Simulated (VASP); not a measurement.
# TiW (Cmmm) in VASP: further runs, part 2 of 2

VASP 6.6.1. The steps go on from the part before.

## Step 3: Single point, LDA

This run uses another cell than the first one, of 15.41 Å³/atom, 1.021 times its volume.

INCAR

```
ALGO = Normal
EDIFF = 1E-6
ENCUT = 520
ISIF = 2
ISMEAR = -1
LASPH = True
LCHARG = False
LREAL = False
LWAVE = False
NBANDS = 20
NELM = 100
PREC = Accurate
SIGMA = 0.1
```

KPOINTS

```
k-points
0
Gamma
  11 11 7
```

POSCAR

```
TiW
1.0
    1.5721904677     -2.2241582917      0.0000000000
    1.5721904677      2.2241582917      0.0000000000
    0.0000000000      0.0000000000      4.4077325974
Ti W
1 1
Direct
    0.0000000000      0.0000000000      0.0000000000
    0.5000000000      0.5000000000      0.5000000000
```

Potentials or basis: VASP PAW LDA potentials, release 64 (Ti_sv, W_sv).

Run with:

```console
$ cat potpaw_LDA.64/Ti_sv/POTCAR potpaw_LDA.64/W_sv/POTCAR > POTCAR
$ mpirun -np 1 vasp_std > vasp.out
```

OUTCAR:

```text
EDIFF = 1E-6
   ENCUT = 520
   ISIF = 2
   ISMEAR = -1
   LASPH = True
   LREAL = False
   NELM = 100
   PREC = Accurate

 ion  position               nearest neighbor table
   1  0.000  0.000  0.000-   2 2.71   2 2.71   2 2.71   2 2.71   2 3.13   2 3.13   2 3.13   2 3.13

   2  0.500  0.500  0.500-   1 2.71   1 2.71   1 2.71   1 2.71   1 3.13   1 3.13   1 3.13   1 3.13

  LATTYP: Found a base centered orthorhombic cell.
 ALAT       =     3.1443809354
 B/A-ratio  =     1.4146875569
 C/A-ratio  =     1.4017807282

  Lattice vectors:

 A1 = (   1.5721904677,  -2.2241582917,   0.0000000000)
 A2 = (   1.5721904677,   2.2241582917,   0.0000000000)
 A3 = (   0.0000000000,   0.0000000000,   4.4077325974)

Analysis of symmetry for initial positions (statically):
=====================================================================
 Subroutine PRICEL returns:
 Original cell was already a primitive cell.

 Routine SETGRP: Setting up the symmetry group for a
 base centered orthorhombic supercell.

 Subroutine GETGRP returns: Found  8 space group operations
 (whereof  8 operations were pure point group operations)
 out of a pool of  8 trial point group operations.

The static configuration has the point symmetry D_2h.

Analysis of symmetry for dynamics (positions and initial velocities):
=====================================================================
 Subroutine PRICEL returns:
 Original cell was already a primitive cell.

 Routine SETGRP: Setting up the symmetry group for a
 base centered orthorhombic supercell.

 Subroutine GETGRP returns: Found  8 space group operations
 (whereof  8 operations were pure point group operations)
 out of a pool of  8 trial point group operations.

The dynamic configuration has the point symmetry D_2h.

 Subroutine INISYM returns: Found  8 space group operations
 (whereof  8 operations are pure point group operations),
 and found     1 'primitive' translations

[... 101 lines left out ...]
   ISYM   =      2    0-nonsym 1-usesym 2-fastsym
   POTIM  = 0.5000    time-step for ionic-motion
   TEBEG  =    0.0;   TEEND  =   0.0 temperature during run
   PSTRESS=    0.0 pullay stress
   NELECT =      26.0000    total number of electrons
   NUPDOWN=      -1.0000    fix difference up-down
   EMIN   =  10.00;   EMAX   =-10.00  energy-range for DOS
   EFERMI =   0.00;   METHOD = LEGACY
   ISMEAR =    -1;   SIGMA  =   0.10  broadening in eV -4-tet -1-fermi 0-gaus
   EFERMI_NEDOS =   21; number of points for ismear=-14 and -15
   IALGO  =     38    algorithm
   IMIX   =      4    mixing-type and parameters
     AMIX     =   0.40;   BMIX     =  1.00
     AMIX_MAG =   1.60;   BMIX_MAG =  1.00
  volume/ion in A,a.u.               =      15.41       104.01
  Fermi-wavevector in a.u.,A,eV,Ry     =   1.546775  2.922982 32.552130  2.392514
  Thomas-Fermi vector in A             =   2.651963
   LORBIT       =      0    0 simple, 1 ext, 2 COOP (PROOUT), +10 PAW based schemes
   GGA     = CA    functional components
   LHFCALC =     F    Hartree Fock is set to
   AEXX    =    0.0000 exact exchange contribution
   IVDW    =     0    specifies the selected vdW correction
   LEPSILON=     F    determine dielectric tensor
   LRPA    =     F    only Hartree local field effects (RPA)
 non-spin polarized calculation
  energy-cutoff  :      520.00
  volume of cell :       30.83
 maximum number of plane-waves:       846
   NGX = 11   NGY = 11   NGZ = 17

 number of electron      26.0000007 magnetization

 Free energy of the ion-electron system (eV)
  ---------------------------------------------------
  ext. energy  EPLUGINS =         0.00000000
  ---------------------------------------------------
  free energy    TOTEN  =       -22.80232661 eV

  energy without entropy =      -22.71698254  energy(sigma->0) =      -22.75965457

 E-fermi :  10.0361     XC(G=0): -13.1930

 val. band max:       10.0316090311   @ k =   0.2727   0.0000   0.4286
 cond. band min:      10.0399857796   @ k =  -0.1818   0.0909   0.0000
 fundamental gap:      0.0083767485
 Fermi energy:        10.0361066967

 k-point     1 :       0.0000    0.0000    0.0000
  band No.  band energies     occupation
      1     -62.8267      2.00000
      2     -45.5027      2.00000
      3     -27.4184      2.00000
      4     -26.9172      2.00000
      5     -26.7011      2.00000
      6     -22.0423      2.00000
[... 541 lines left out ...]
     19      15.6825      0.00000
     20      16.8062      0.00000

 [... further k-points ...]
[... 5 lines left out ...]
  --------------------------------------------------------------------------------------
  -------------------------------------------------------------------------------------
  Total       -0.4587211     -0.0890863     -0.3527305     -0.0000000      0.0000000      0.0000000
  in kB      -23.8420277     -4.6302594    -18.3331653     -0.0000000      0.0000000      0.0000000
  external PRESSURE =     -15.6018174 kB  Pullay stress =       0.0000000 kB

 VOLUME and BASIS-vectors are now :
 -----------------------------------------------------------------------------
  energy-cutoff  :      520.00
  volume of cell :       30.83
      direct lattice vectors                 reciprocal lattice vectors
     1.572190468 -2.224158292  0.000000000     0.318027625 -0.224804144  0.000000000
     1.572190468  2.224158292  0.000000000     0.318027625  0.224804144  0.000000000
     0.000000000  0.000000000  4.407732597     0.000000000  0.000000000  0.226874017

 POSITION                                       TOTAL-FORCE (eV/Angst)
 -----------------------------------------------------------------------------------
      0.00000      0.00000      0.00000         0.000000      0.000000      0.000000
      1.57219      0.00000      2.20387         0.000000     -0.000000      0.000000
 -----------------------------------------------------------------------------------
    total drift:                                0.000000      0.000000      0.000000

  FREE ENERGIE OF THE ION-ELECTRON SYSTEM (eV)
  ---------------------------------------------------
  free  energy   TOTEN  =       -22.8023266096 eV

  energy  without entropy=      -22.7169825365  energy(sigma->0) =      -22.75965457
```

OSZICAR:

```text
N       E                     dE             d eps       ncg     rms          rms(c)
DAV:   1     0.272052760320E+03    0.27205E+03   -0.14638E+04  5784   0.158E+03
DAV:   2    -0.993779015063E+01   -0.28199E+03   -0.27559E+03  6032   0.461E+02
DAV:   3    -0.240264690712E+02   -0.14089E+02   -0.13688E+02  7744   0.100E+02
DAV:   4    -0.244721112593E+02   -0.44564E+00   -0.44403E+00  6772   0.147E+01
DAV:   5    -0.244836097772E+02   -0.11499E-01   -0.11497E-01  7568   0.207E+00    0.224E+01
DAV:   6    -0.235472432115E+02    0.93637E+00   -0.99268E+00  6180   0.243E+01    0.106E+01
DAV:   7    -0.232762356522E+02    0.27101E+00   -0.10274E+01  6708   0.198E+01    0.577E+00
DAV:   8    -0.227977996371E+02    0.47844E+00   -0.19513E+00  6280   0.889E+00    0.108E+00
DAV:   9    -0.228024585409E+02   -0.46589E-02   -0.82315E-02  7488   0.170E+00    0.745E-01
DAV:  10    -0.228025635459E+02   -0.10501E-03   -0.17985E-02  6444   0.126E+00    0.113E-01
DAV:  11    -0.228023409802E+02    0.22257E-03   -0.12361E-03  6068   0.390E-01    0.809E-02
DAV:  12    -0.228023380200E+02    0.29602E-05   -0.12158E-04  6460   0.815E-02    0.366E-02
DAV:  13    -0.228023267396E+02    0.11280E-04   -0.37118E-05  6416   0.440E-02    0.514E-03
DAV:  14    -0.228023266096E+02    0.12999E-06   -0.12167E-06  3532   0.849E-03
   1 F= -.22802327E+02 E0= -.22759655E+02  d E =-.853441E-01
```

Run time: 65 s. Hardware: 1 thread of Intel Xeon Platinum 8259CL at 2.50GHz (Skylake/Cascade Lake), shared host; peak memory 0.2 GiB.

What came out:

| Property | Result |
| --- | --- |
| Free energy | -22.8023 eV |
| Pressure | -1.6 GPa |
| Band gap on the k mesh | zero (band 13 reaches 11.42 eV, above the bottom of band 14 at 9.39 eV) |

Stress tensor (GPa, compression positive):
```
-2.38  0.00  0.00
 0.00 -0.46  0.00
 0.00  0.00 -1.83
```

Levels at points of the mesh, in eV from the Fermi level:
| k point | band 11 | band 12 | band 13 | band 14 | band 15 | band 16 |
| --- | --- | --- | --- | --- | --- | --- |
| (0.00, 0.00, 0.00) | -2.18 | 0.30 | 0.44 | 0.65 | 1.79 | 3.02 |

Caveat: spin-orbit coupling is left out, which moves the levels of the heavy elements.

## Step 4: Single point, LDA

This run uses another cell than the first one, of 15.73 Å³/atom, 1.043 times its volume.

INCAR

```
PREC = Accurate ; ENCUT = 520
EDIFF = 1E-6 ; ISMEAR = -1
SIGMA = 0.1 ; LREAL = F
LASPH = T ; NELM = 100
ALGO = Normal ; ISIF = 2
LWAVE = F ; LCHARG = F
NBANDS = 20
```

KPOINTS

```
Automatic mesh
0
Gamma
  11 11 7
```

POSCAR

```
TiW
1.0
    1.5830335032     -2.2394977991      0.0000000000
    1.5830335032      2.2394977991      0.0000000000
    0.0000000000      0.0000000000      4.4381317139
Ti W
1 1
Direct
    0.0000000000      0.0000000000      0.0000000000
    0.5000000000      0.5000000000      0.5000000000
```

Potentials or basis: VASP PAW LDA potentials, release 64 (Ti_sv, W_sv).

Run with:

```console
$ cat potpaw_LDA.64/Ti_sv/POTCAR potpaw_LDA.64/W_sv/POTCAR > POTCAR
$ mpirun -np 1 vasp_std > vasp.out
```

OUTCAR:

```text
PREC = Accurate
   ENCUT = 520
   EDIFF = 1E-6
   ISMEAR = -1
   LREAL = F
   LASPH = T
   NELM = 100
   ISIF = 2

 ion  position               nearest neighbor table
   1  0.000  0.000  0.000-   2 2.73   2 2.73   2 2.73   2 2.73   2 3.15   2 3.15   2 3.15   2 3.15

   2  0.500  0.500  0.500-   1 2.73   1 2.73   1 2.73   1 2.73   1 3.15   1 3.15   1 3.15   1 3.15

  LATTYP: Found a base centered orthorhombic cell.
 ALAT       =     3.1660670064
 B/A-ratio  =     1.4146875569
 C/A-ratio  =     1.4017807282

  Lattice vectors:

[... 187 lines left out ...]
      2     -45.8127      2.00000
      3     -27.6953      2.00000
      4     -27.2304      2.00000
      5     -27.0273      2.00000
      6     -22.3535      2.00000
[... 541 lines left out ...]
     19      15.2706      0.00000
     20      16.3612      0.00000

 [... further k-points ...]
[... 5 lines left out ...]
  --------------------------------------------------------------------------------------
  -------------------------------------------------------------------------------------
  Total       -1.2868530     -0.9692005     -1.1578670      0.0000000      0.0000000      0.0000000
  in kB      -65.5192026    -49.3461485    -58.9519735      0.0000000      0.0000000      0.0000000
  external PRESSURE =     -57.9391082 kB  Pullay stress =       0.0000000 kB

 VOLUME and BASIS-vectors are now :
 -----------------------------------------------------------------------------
  energy-cutoff  :      520.00
  volume of cell :       31.47
      direct lattice vectors                 reciprocal lattice vectors
     1.583033503 -2.239497799  0.000000000     0.315849285 -0.223264341  0.000000000
     1.583033503  2.239497799  0.000000000     0.315849285  0.223264341  0.000000000
     0.000000000  0.000000000  4.438131714     0.000000000  0.000000000  0.225320037

 POSITION                                       TOTAL-FORCE (eV/Angst)
 -----------------------------------------------------------------------------------
      0.00000      0.00000      0.00000        -0.000000      0.000000      0.000000
      1.58303      0.00000      2.21907         0.000000      0.000000      0.000000
 -----------------------------------------------------------------------------------
    total drift:                                0.000000      0.000000      0.000000

  FREE ENERGIE OF THE ION-ELECTRON SYSTEM (eV)
  ---------------------------------------------------
  free  energy   TOTEN  =       -22.7877030151 eV

  energy  without entropy=      -22.7004442488  energy(sigma->0) =      -22.74407363
```

stdout:

```text
POSCAR found type information on POSCAR TiW
 POSCAR found :  2 types and       2 ions
 scaLAPACK will be used
 LDA part: xc-table for (Slater(with rela. corr.)+CA(PZ))
 , standard interpolation
 POSCAR, INCAR and KPOINTS ok, starting setup
 FFT: planning ... GRIDC
 FFT: planning ... GRID_SOFT
 FFT: planning ... GRID
 WAVECAR not read
 entering main loop
```

It took 64 s on 1 thread of Intel Xeon Platinum 8259CL at 2.50GHz (Skylake/Cascade Lake), shared host; peak memory 0.2 GiB.

Results:

```yaml
Free_energy: -22.7877 eV
Pressure: -5.8 GPa
Band_gap_on_the_k_mesh: zero (band 13 reaches 11.08 eV, above the bottom of band 14 at 9.14 eV)
```

Caveat: spin-orbit coupling is left out, which moves the levels of the heavy elements.

## Step 5: Single point, LDA

This run uses another cell than the first one, of 16.06 Å³/atom, 1.064 times its volume.

INCAR

```
SYSTEM = TiW
ALGO     = Normal         ! electronic algorithm
EDIFF    = 1E-6           ! SCF threshold, eV
ENCUT    = 520            ! plane-wave cutoff, eV
GGA      = CA             ! functional
ISIF     = 2              ! what is computed and relaxed
ISMEAR   = -1             ! smearing method
LASPH    = .TRUE.         ! aspherical terms in the spheres
LCHARG   = .FALSE.        ! write CHGCAR
LREAL    = .FALSE.        ! projectors in reciprocal space
LWAVE    = .FALSE.        ! write WAVECAR
NBANDS   = 20             ! bands
NELM     = 60             ! most SCF steps
PREC     = Accurate       ! precision mode
SIGMA    = 0.1            ! smearing width, eV
```

KPOINTS

```
k-points
0
G
  11 11 7
  0 0 0
```

POSCAR

```
TiW
1.0
    1.5937300000     -2.2546300000      0.0000000000
    1.5937300000      2.2546300000      0.0000000000
    0.0000000000      0.0000000000      4.4681200000
Ti W
1 1
Direct
    0.0000000000      0.0000000000      0.0000000000
    0.5000000000      0.5000000000      0.5000000000
```

Run with:

```console
$ cat potpaw_LDA.64/Ti_sv/POTCAR potpaw_LDA.64/W_sv/POTCAR > POTCAR
$ mpirun -np 1 vasp_std > vasp.out
```

It took 67 s on 1 thread of Intel Xeon Platinum 8259CL at 2.50GHz (Skylake/Cascade Lake), shared host; peak memory 0.21 GiB.

Results (log left out):

```yaml
Free_energy: -22.7569 eV
Pressure: -9.6 GPa
Band_gap_on_the_k_mesh: zero (band 13 reaches 10.75 eV, above the bottom of band 14 at 8.89 eV)
```

Stress tensor (GPa, compression positive):
```
-10.32   0.00   0.00
  0.00  -8.96   0.00
  0.00   0.00  -9.58
```

Levels at points of the mesh, in eV from the Fermi level:
```csv
k point,band 9,band 10,band 11,band 12,band 13,band 14,band 15,band 16,band 17,band 18
"(0.00, 0.00, 0.00)",-7.57,-4.04,-2.04,0.30,0.44,0.63,1.63,2.87,2.92,2.98
```

Caveat: spin-orbit coupling is left out, which moves the levels of the heavy elements.

## Step 6: Single point, LDA

This run uses another cell than the first one, of 16.38 Å³/atom, 1.085 times its volume.

INCAR

```
SYSTEM = TiW
PREC     = Accurate       ! precision mode
ENCUT    = 520            ! plane-wave cutoff, eV
EDIFF    = 1E-7           ! SCF threshold, eV
ISMEAR   = -1             ! smearing method
SIGMA    = 0.1            ! smearing width, eV
LREAL    = .False.        ! projectors in reciprocal space
LASPH    = .True.         ! aspherical terms in the spheres
NELM     = 80             ! most SCF steps
ALGO     = Normal         ! electronic algorithm
ISIF     = 2              ! what is computed and relaxed
LWAVE    = .False.        ! write WAVECAR
LCHARG   = .False.        ! write CHGCAR
GGA      = CA             ! functional
NBANDS   = 20             ! bands
```

KPOINTS

```
Automatic mesh
0
Gamma
  11 11 7
  0 0 0
```

POSCAR

```
TiW
1.0
    1.6042848109     -2.2695617597      0.0000000000
    1.6042848109      2.2695617597      0.0000000000
    0.0000000000      0.0000000000      4.4977110610
Ti W
1 1
Direct
    0.0000000000      0.0000000000      0.0000000000
    0.5000000000      0.5000000000      0.5000000000
```

Potentials or basis: VASP PAW LDA potentials, release 64 (Ti_sv, W_sv).

Run with:

```console
$ cat potpaw_LDA.64/Ti_sv/POTCAR potpaw_LDA.64/W_sv/POTCAR > POTCAR
$ mpirun -np 1 vasp_std > vasp.out
```

Run time: 64 s. Hardware: 1 thread of Intel Xeon Platinum 8259CL at 2.50GHz (Skylake/Cascade Lake), shared host; peak memory 0.21 GiB.

The run converged. Its results:

```yaml
Free_energy: -22.7116 eV
Pressure: -13.1 GPa
Band_gap_on_the_k_mesh: zero (band 13 reaches 10.44 eV, above the bottom of band 14 at 8.66 eV)
```

Stress tensor (GPa, compression positive):
```
-13.75   0.00   0.00
  0.00 -12.60   0.00
  0.00   0.00 -12.93
```

Levels at points of the mesh, in eV from the Fermi level:
| k point | band 11 | band 12 | band 13 | band 14 | band 15 | band 16 |
| --- | --- | --- | --- | --- | --- | --- |
| (0.00, 0.00, 0.00) | -1.98 | 0.30 | 0.44 | 0.63 | 1.55 | 2.81 |

Caveat: spin-orbit coupling is left out, which moves the levels of the heavy elements.

## Step 7: Overview

| cell | gap on the mesh (eV) | pressure (GPa) |
| --- | --- | --- |
| a = 2.705, b = 2.705, c = 4.377 Å, angles 90.0, 90.0, 109.5°, 2 atoms | none | 3.1 |
| a = 2.724, b = 2.724, c = 4.408 Å, angles 90.0, 90.0, 109.5°, 2 atoms | none | -1.6 |
| a = 2.743, b = 2.743, c = 4.438 Å, angles 90.0, 90.0, 109.5°, 2 atoms | none | -5.8 |
| a = 2.761, b = 2.761, c = 4.468 Å, angles 90.0, 90.0, 109.5°, 2 atoms | none | -9.6 |
| a = 2.779, b = 2.779, c = 4.498 Å, angles 90.0, 90.0, 109.5°, 2 atoms | none | -13.1 |

Alike in all rows: task single point; level LDA; potentials or basis VASP PAW LDA potentials, release 64 (Ti_sv, W_sv); no spin polarisation; k mesh 11 × 11 × 7; cutoff (eV) 520; smearing fermi-dirac 0.1 eV.

Caveats: spin-orbit coupling is left out, which moves the levels of the heavy elements.

Total energies depend on the potentials used, so only differences within one code and one set of settings carry meaning.
